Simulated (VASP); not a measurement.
Input of a VASP 6.6.1 run:

Contents of POSCAR:

```
GaAs
1.0
    0.0000000000      2.9639736261      2.7177366584
    2.9639736261      0.0000000000      2.7177366584
    2.9639736261      2.9639736261      0.0000000000
Ga As
1 1
Direct
    0.0000000000      0.0000000000      0.0000000000
    0.2500000000      0.2500000000      0.2500000000
```

Contents of INCAR.step1:

```
PREC = Accurate
ENCUT = 520
ISMEAR = -1
SIGMA = 0.02
LREAL = False
LASPH = True
NELM = 60
NBANDS = 16
GGA = PE
ALGO = Normal
EDIFF = 1E-4
LWAVE = True
LCHARG = False
```

The input INCAR.step2:

```
PREC = Accurate
ENCUT = 520
EDIFF = 1E-7
ISMEAR = -1
SIGMA = 0.02
LREAL = False
LASPH = True
NELM = 60
ALGO = Normal
ISIF = 2
LWAVE = False
LCHARG = False
METAGGA = R2SCAN
LMIXTAU = True
NBANDS = 16
ISTART = 1
```

The input KPOINTS:

```
regular mesh
0
Gamma
  8 8 8
```

Potentials or basis: VASP PAW PBE potentials, release 64 (Ga_d, As).

The run is started by

```sh
$ cat potpaw_PBE.64/Ga_d/POTCAR potpaw_PBE.64/As/POTCAR > POTCAR
$ cp INCAR.step1 INCAR
$ mpirun -np 1 vasp_std > vasp.out
$ cp INCAR.step2 INCAR
$ mpirun -np 1 vasp_std > vasp.out
```

What does it give for the band gap on the k mesh?

0.22 eV, direct.

Predict the pressure.

-3.2 GPa.

Stress tensor (GPa, compression positive):
```
-4.78  0.00  0.00
 0.00 -4.78  0.00
 0.00  0.00  0.07
```

Caveat: the cell differs from its parent crystal (epitaxial xy strain +4.6%); the PAW data sets were made with another functional, which shifts forces and pressure a little.
